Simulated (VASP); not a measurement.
## K3Ba: single point with LDA

K3Ba:

```
K Ba
1.0
     0.00000    5.24363    5.24363
     5.24363    0.00000    5.24363
     5.24363    5.24363    0.00000
K Ba
3 1
Direct
  0.25000 0.25000 0.25000
  0.75000 0.75000 0.75000
  0.50000 0.50000 0.50000
  0.00000 0.00000 0.00000
```

```yaml
Program: VASP 6.6.1
Task: single point
Functional: LDA
Potentials_or_basis: VASP PAW LDA potentials, release 64 (K_sv, Ba_sv)
Cutoff: 520 eV
k_mesh: 5 × 5 × 5
Occupations: methfessel-paxton, width 0.1 eV
Spin: no spin polarisation
```

- Pressure: -0.6 GPa

Levels at points of the mesh, in eV from the Fermi level:
```tsv
k point	band 15	band 16	band 17	band 18	band 19	band 20	band 21	band 22
(0.00, 0.00, 0.00)	-15.01	-15.01	-2.34	0.49	0.49	0.49	0.63	0.63
```

Wall time 100 s on 1 thread of AMD EPYC 7R43 64-Core Processor (Zen 3), on a shared host, peak memory 0.31 GiB.

Caveat: spin-orbit coupling is left out, which moves the levels of the heavy elements.
